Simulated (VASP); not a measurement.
# BN (I-4m2) in VASP: G0W0 quasiparticle levels with PBE

Aim: the G0W0 quasiparticle levels of BN with PBE.

All numbers are computed with VASP 6.6.1; they aren't measurements. Logs are shortened: lines on timing, memory, paths and dates and some standing lists are left out, and cuts for length are marked.

### 1 The cell of the first run

It takes space group I-4m2 (No. 119, tetragonal). Conventional cell: a = 2.655 Å, b = 2.655 Å, c = 3.547 Å, α = 90.00°, β = 90.00°, γ = 90.00°. B (site symmetry -4m2) has 4 N at 1.60 Å within 2.1 Å. Within 2.1 Å of N (site symmetry -4m2) lie 4 B at 1.60 Å.

### 2 G0W0 quasiparticle levels, PBE

POSCAR reads:

```
BN
1.0
    0.0000000000      1.8770184836      1.7733753805
    1.8770184836      0.0000000000      1.7733753805
    1.8770184836      1.8770184836      0.0000000000
B N
1 1
Direct
    0.0000000000      0.0000000000      0.0000000000
    0.2500000000      0.2500000000      0.2500000000
```

INCAR.step1 reads:

```
SYSTEM = BN
ALGO = Normal ; EDIFF = 1E-8
ENCUT = 500 ; GGA = PE
ISMEAR = 0 ; LASPH = .TRUE.
LCHARG = .FALSE. ; LREAL = .FALSE.
LWAVE = .TRUE. ; NELM = 60
PREC = Accurate ; SIGMA = 0.01
```

INCAR.step2 reads:

```
SYSTEM = BN
ALGO = Exact ; EDIFF = 1E-8
ENCUT = 500 ; GGA = PE
ISMEAR = 0 ; ISTART = 1
LASPH = .TRUE. ; LCHARG = .FALSE.
LOPTICS = .TRUE. ; LREAL = .FALSE.
LWAVE = .TRUE. ; NBANDS = 56
NELM = 1 ; PREC = Accurate
SIGMA = 0.01
```

INCAR.step3 reads:

```
SYSTEM = BN
ALGO = EVGW0 ; EDIFF = 1E-8
ENCUT = 500 ; ENCUTGW = 150.0
GGA = PE ; ISMEAR = 0
ISTART = 1 ; LASPH = .TRUE.
LCHARG = .FALSE. ; LREAL = .FALSE.
LWAVE = .FALSE. ; NBANDS = 56
NBANDSGW = 12 ; NELMGW = 1
NOMEGA = 48 ; PREC = Accurate
PRECFOCK = Fast ; SIGMA = 0.01
```

KPOINTS reads:

```
k-points
0
G
  6 6 6
  0 0 0
```

Potentials or basis: VASP PAW PBE potentials, release 64 (B_GW, N_GW).

Started as:

```
cat potpaw_PBE.64/B_GW/POTCAR potpaw_PBE.64/N_GW/POTCAR > POTCAR
cp INCAR.step1 INCAR
mpirun -np 1 vasp_std > vasp.out
cp INCAR.step2 INCAR
mpirun -np 1 vasp_std > vasp.out
cp INCAR.step3 INCAR
mpirun -np 1 vasp_std > vasp.out
```

OUTCAR:

```text
SYSTEM = BN
   EDIFF = 1E-8
   ENCUT = 500
   ENCUTGW = 150.0
   GGA = PE
   ISMEAR = 0
   ISTART = 1
   LASPH = .TRUE.
   LREAL = .FALSE.
   NELMGW = 1
   PREC = Accurate
   PRECFOCK = Fast

 ion  position               nearest neighbor table
   1  0.000  0.000  0.000-   2 1.60   2 1.60   2 1.60   2 1.60
   2  0.250  0.250  0.250-   1 1.60   1 1.60   1 1.60   1 1.60

  LATTYP: Found a body centered tetragonal cell.
 ALAT       =     2.6545049963
 C/A-ratio  =     1.3361251028

  Lattice vectors:

 A1 = (   0.0000000000,  -1.8770184836,  -1.7733753805)
 A2 = (   0.0000000000,   1.8770184836,  -1.7733753805)
 A3 = (   1.8770184836,   0.0000000000,   1.7733753805)

Analysis of symmetry for initial positions (statically):
=====================================================================
 Subroutine PRICEL returns:
 Original cell was already a primitive cell.

 Routine SETGRP: Setting up the symmetry group for a
 body centered tetragonal supercell.

 Subroutine GETGRP returns: Found  8 space group operations
 (whereof  8 operations were pure point group operations)
 out of a pool of 16 trial point group operations.

The static configuration has the point symmetry D_2d.

Analysis of symmetry for dynamics (positions and initial velocities):
=====================================================================
 Subroutine PRICEL returns:
 Original cell was already a primitive cell.

 Routine SETGRP: Setting up the symmetry group for a
 body centered tetragonal supercell.

 Subroutine GETGRP returns: Found  8 space group operations
 (whereof  8 operations were pure point group operations)
 out of a pool of 16 trial point group operations.

The dynamic configuration has the point symmetry D_2d.

 Subroutine INISYM returns: Found  8 space group operations
 (whereof  8 operations are pure point group operations),
 and found     1 'primitive' translations

----------------------------------------------------------------------------------------

                                     Primitive cell

  volume of cell :      12.4959

  direct lattice vectors                    reciprocal lattice vectors
     0.000000000  1.877018484  1.773375381    -0.266379902  0.266379902  0.281948202
     1.877018484  0.000000000  1.773375381     0.266379902 -0.266379902  0.281948202
     1.877018484  1.877018484  0.000000000     0.266379902  0.266379902 -0.281948202

  length of vectors
     2.582258436  2.582258436  2.654504996     0.470543615  0.470543615  0.470543615

  position of ions in fractional coordinates (direct lattice)
     0.000000000  0.000000000  0.000000000
     0.250000000  0.250000000  0.250000000

  ion indices of the primitive-cell ions
   primitive index   ion index
                 1           1
                 2           2

----------------------------------------------------------------------------------------

 KPOINTS: k-points

Automatic generation of k-mesh.
 Grid dimensions read from file:
 generate k-points for:    6    6    6

 Generating k-lattice:

  Cartesian coordinates                     Fractional coordinates (reciprocal lattice)
    -0.044396650  0.044396650  0.046991367     0.166666667  0.000000000  0.000000000
     0.044396650 -0.044396650  0.046991367     0.000000000  0.166666667  0.000000000
     0.044396650  0.044396650 -0.046991367    -0.000000000 -0.000000000  0.166666667

  Length of vectors
     0.078423936  0.078423936  0.078423936

  Shift w.r.t. Gamma in fractional coordinates (k-lattice)
     0.000000000  0.000000000  0.000000000

 Subroutine IBZKPT returns following result:
 ===========================================

 Found     30 irreducible k-points:

 Following reciprocal coordinates:
            Coordinates               Weight
  0.000000  0.000000  0.000000      1.000000
  0.166667 -0.000000  0.000000      8.000000
  0.333333 -0.000000  0.000000      8.000000
  0.500000  0.000000  0.000000      4.000000
  0.166667  0.166667  0.000000      2.000000
  0.333333  0.166667  0.000000      8.000000
[... 16 lines left out ...]
  0.333333  0.000000  0.333333      4.000000
  0.500000  0.000000  0.333333     16.000000
 [... further k-points ...]
   k-points           NKPTS =     30   k-points in BZ     NKDIM =    216   number of bands    NBANDS=     56
   number of dos      NEDOS =    301   number of ions     NIONS =      2
   total plane-waves  NPLWV =   8000
   dimension x,y,z NGX =    20 NGY =   20 NGZ =   20
   dimension x,y,z NGXF=    40 NGYF=   40 NGZF=   40
   ions per type =               1   1
   NGX,Y,Z   is equivalent  to a cutoff of  12.88, 12.88, 12.53 a.u.
   NGXF,Y,Z  is equivalent  to a cutoff of  25.75, 25.75, 25.05 a.u.
 SYSTEM =  BN
   PREC   = accura    normal or accurate (medium, high low for compatibility)
   ISTART =      1    job   : 0-new  1-cont  2-samecut
   ICHARG =      0    charge: 1-file 2-atom 10-const
   ISPIN  =      1    spin polarized calculation?
   LNONCOLLINEAR =      F non collinear calculations
   LSORBIT =      F    spin-orbit coupling
   LASPH  =      T    aspherical Exc in radial PAW
   ENCUT  =  500.0 eV  36.75 Ry    6.06 a.u.   4.71  4.71  4.84*2*pi/ulx,y,z
   NELM   =     60;   NELMIN=  2; NELMDL=  0     # of ELM steps
   EDIFF  = 0.1E-07   stopping-criterion for ELM
   LREAL  =      F    real-space projection
   EDIFFG = 0.1E-06   stopping-criterion for IOM
   NSW    =      0    number of steps for IOM
   IBRION =     -1    ionic relax: 0-MD 1-quasi-New 2-CG
   NFREE  =      0    steps in history (QN), initial steepest desc. (CG)
   ISIF   =      0    stress and relaxation
   ISYM   =      3    0-nonsym 1-usesym 2-fastsym
   POTIM  = 0.5000    time-step for ionic-motion
   TEBEG  =    0.0;   TEEND  =   0.0 temperature during run
   PSTRESS=    0.0 pullay stress
   NELECT =       8.0000    total number of electrons
   NUPDOWN=      -1.0000    fix difference up-down
   EMIN   =  10.00;   EMAX   =-10.00  energy-range for DOS
   EFERMI =   0.00;   METHOD = LEGACY
   ISMEAR =     0;   SIGMA  =   0.01  broadening in eV -4-tet -1-fermi 0-gaus
   EFERMI_NEDOS =   21; number of points for ismear=-14 and -15
   IALGO  =     38    algorithm
   IMIX   =      4    mixing-type and parameters
     AMIX     =   0.40;   BMIX     =  1.00
     AMIX_MAG =   1.60;   BMIX_MAG =  1.00
  volume/ion in A,a.u.               =       6.25        42.16
  Fermi-wavevector in a.u.,A,eV,Ry     =   1.410963  2.666333 27.086697  1.990816
  Thomas-Fermi vector in A             =   2.532863
   LORBIT       =      0    0 simple, 1 ext, 2 COOP (PROOUT), +10 PAW based schemes
   GGA     = PE    functional components
   LHFCALC =     T    Hartree Fock is set to
   PRECFOCK=fast      Normal, Fast or Accurate (Low or Medium for compatibility)
   ENCUT4O =  -1.0   cutoff for four orbital integrals eV
   NKREDX  =     1    reduce k-point grid by
   NKREDY  =     1    reduce k-point grid by
   NKREDZ  =     1    reduce k-point grid by
   AEXX    =    1.0000 exact exchange contribution
   HFSCREEN=    0.0000 screening length (either q_TF or 0.3 A-1)
   HFSCREENC=   0.0000 screening length for correlation (either q_TF or 0.3 A-1)
   ENCUTFOCK=  -1.0 apply spherical cutoff to Coloumb kernel
   IVDW    =     0    specifies the selected vdW correction
   LEPSILON=     F    determine dielectric tensor
   LRPA    =     F    only Hartree local field effects (RPA)
   LRPAFORCE           =     F    calculate RPA forces
   ENCUTGW             = 150.0    cutoff for response function in eV
   ENCUTGWSOFT         = 120.0    soft cutoff for Coulomb kernel in GW response function in eV
   ENCUTLF             =  -1.0    cutoff for local field effects
   NELMGW              =     1    number of iterations in solving QP/BSE equation
   NELMHF              =     1    number of iterations in the inner HF iteration
   NKREDLFX            =     1    NKREDLFY  =   1   NKREDLFZ  =   1
 non-spin polarized calculation
 Gauss-broadening in eV      SIGMA  =   0.01
  energy-cutoff  :      500.00
  volume of cell :       12.50
 maximum number of plane-waves:       326
  NGX = 12; NGY = 12; NGZ = 12
   NGX =  9   NGY =  9   NGZ =  9
 maximum number of plane-waves:        60

 QP shifts <psi_nk| G(iteration)W_0 |psi_nk>: iteration 1
 for sc-GW calculations column KS-energies equals QP-energies in previous step
 and V_xc(KS)=  KS-energies - (<T + V_ion + V_H > + <T+V_H+V_ion>^1  + <V_x>^1)

 k-point   1 :       0.0000    0.0000    0.0000
  band No.  KS-energies  QP-energies   sigma(KS)   V_xc(KS)     V^pw_x(r,r')   Z            occupation Imag(sigma)

      1     -12.8180     -14.7600     -17.8641     -15.3576     -26.2112       0.7748       2.0000       1.4700
      2       6.6224       5.8690     -18.9768     -18.0578     -21.6073       0.8198       2.0000       0.0927
      3       6.6224       5.8690     -18.9768     -18.0578     -21.6073       0.8198       2.0000       0.0927
      4       7.1150       6.3887     -19.0471     -18.1605     -21.6891       0.8192       2.0000       0.0924
      5      15.1006      16.3966     -11.8976     -13.4658      -6.7364       0.8264       0.0000      -0.1179
      6      15.4954      16.8091     -12.0500     -13.6391      -6.8862       0.8267       0.0000      -0.1166
      7      15.4954      16.8091     -12.0500     -13.6391      -6.8862       0.8267       0.0000      -0.1166
      8      16.2089      17.3691     -13.8823     -15.3125      -8.4614       0.8112       0.0000      -0.1357
      9      30.5052      30.9596     -10.6521     -11.2271      -3.2531       0.7902       0.0000      -0.6191
     10      32.5099      33.6727     -11.5711     -12.9607      -5.3703       0.8368       0.0000      -0.5157
     11      33.5729      34.1580     -10.0296     -10.7335      -2.9645       0.8312       0.0000      -0.9344
     12      33.5729      34.1580     -10.0296     -10.7335      -2.9645       0.8312       0.0000      -0.9344

 k-point   2 :       0.1667   -0.0000    0.0000
  band No.  KS-energies  QP-energies   sigma(KS)   V_xc(KS)     V^pw_x(r,r')   Z            occupation Imag(sigma)
[... 353 lines left out ...]
      1      -8.2162      -9.7630     -18.8550     -16.8067     -26.3352       0.7552       2.0000       0.8460
      2      -1.1744      -2.6967     -17.3838     -15.4289     -21.9466       0.7787       2.0000       0.2127
      3       1.2228      -0.0686     -17.0649     -15.4474     -20.7433       0.7984       2.0000       0.1487
      4       2.9611       1.8248     -17.7559     -16.3442     -21.1597       0.8049       2.0000       0.1258
      5      13.2085      14.0640     -11.8957     -12.9173      -7.2157       0.8374       0.0000      -0.1043
      6      17.9436      19.0301     -12.2330     -13.5525      -6.8466       0.8235       0.0000      -0.1336
      7      21.5489      23.1579     -13.3439     -15.4049      -6.5673       0.7807       0.0000      -0.2393
      8      22.8139      24.5068     -13.5838     -15.7714      -6.5354       0.7739       0.0000      -0.2693
      9      25.6316      27.0826     -13.6002     -15.4696      -6.4463       0.7762       0.0000      -0.3467
     10      32.0338      33.3632     -11.7644     -13.4436      -3.9007       0.7917       0.0000      -0.8195
     11      36.3385      37.4423     -11.2749     -12.6132      -4.1835       0.8247       0.0000      -0.9253
     12      40.5348      41.5085     -10.5756     -11.7494      -3.0788       0.8295       0.0000      -1.2188

 [... further k-points ...]
```

It took 2.7 min on 1 thread of AMD EPYC 7R43 (Zen 3), shared host; peak memory 0.22 GiB.

What came out:

```
Quasiparticle gap                                   : 4.91 eV
Least direct quasiparticle gap                      : 10.01 eV
Band gap of the starting levels on the mesh         : 3.49 eV
Least direct gap of the starting levels on the mesh : 7.99 eV
```

Caveat: the k points lie up to 0.49 Å⁻¹ apart; bands, screening cutoff and mesh are small and nothing is extrapolated, so the quasiparticle values aren't converged.
